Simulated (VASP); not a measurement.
A run of VASP 6.6.1 is set up as follows.

Contents of INCAR:

```
SYSTEM = Sr2Ir
PREC     = Accurate       ! precision mode
ENCUT    = 520            ! plane-wave cutoff, eV
EDIFF    = 1E-7           ! SCF threshold, eV
ISMEAR   = 0              ! smearing method
SIGMA    = 0.05           ! smearing width, eV
LREAL    = .FALSE.        ! projectors in reciprocal space
LASPH    = .TRUE.         ! aspherical terms in the spheres
NELM     = 80             ! most SCF steps
ALGO     = Normal         ! electronic algorithm
ISIF     = 2              ! what is computed and relaxed
LWAVE    = .FALSE.        ! write WAVECAR
LCHARG   = .FALSE.        ! write CHGCAR
GGA      = CA             ! functional
NBANDS   = 22             ! bands
```

Contents of KPOINTS:

```
Automatic mesh
0
G
  7 7 7
  0 0 0
```

POSCAR

```
Sr2Ir
1.0
    0.0000000000      3.6122277800      3.6122277800
    3.6122277800      0.0000000000      3.6122277800
    3.6122277800      3.6122277800      0.0000000000
Sr Ir
2 1
Direct
    0.7500000000      0.7500000000      0.7500000000
    0.2500000000      0.2500000000      0.2500000000
    0.0000000000      0.0000000000      0.0000000000
```

Potentials or basis: VASP PAW LDA potentials, release 64 (Sr_sv, Ir).

Launch:

```console
$ cat potpaw_LDA.64/Sr_sv/POTCAR potpaw_LDA.64/Ir/POTCAR > POTCAR
$ mpirun -np 1 vasp_std > vasp.out
```

Question: Predict the band gap on the k mesh.

Answer: Zero (an odd number of electrons rules out a gap without spin polarisation).

Question: What does it give for the pressure?

Answer: -3.1 GPa.

Caveat: the cell stands under tension; spin-orbit coupling is left out, which moves the levels of the heavy elements.
